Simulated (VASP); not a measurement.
NaF, 2 atoms in the cell. It takes space group I4/mmm (No. 139, tetragonal). Conventional cell: a = 3.330 Å, b = 3.330 Å, c = 4.553 Å, α = 90.00°, β = 90.00°, γ = 90.00°. Within 3.0 Å of Na (site symmetry 4/mmm) lie 6 F at 2.28 to 2.35 Å. F (site symmetry 4/mmm) has 6 Na at 2.28 to 2.35 Å within 3.0 Å.  This cell differs from its parent crystal: epitaxial xy strain +2.5%.

* Program: VASP 6.6.1
* Task: single point
* Functional: r2SCAN
* Potentials or basis: VASP PAW PBE potentials, release 64 (Na_pv, F)
* Cutoff: 520 eV
* k mesh: 10 × 10 × 10
* Occupations: gaussian, width 0.01 eV
* Spin: no spin polarisation
* Dipole correction: no
* Further INCAR settings: ALGO = Normal; EDIFF = 1e-07; NBANDS = 14

Potentials or basis: VASP PAW PBE potentials, release 64 (Na_pv, F).

Launch:

```sh
$ cat potpaw_PBE.64/Na_pv/POTCAR potpaw_PBE.64/F/POTCAR > POTCAR
$ cp INCAR.step1 INCAR
$ mpirun -np 1 vasp_std > vasp.out
$ cp INCAR.step2 INCAR
$ mpirun -np 1 vasp_std > vasp.out
```

Hardware: 1 thread of Intel(R) Xeon(R) 6975P-C (Granite Rapids) (shared host).

Estimate the wall time of this run.

Run time: 48 s on 1 thread of Intel(R) Xeon(R) 6975P-C (Granite Rapids), with other jobs on the host, peak memory 0.16 GiB. Counts: k points 102.
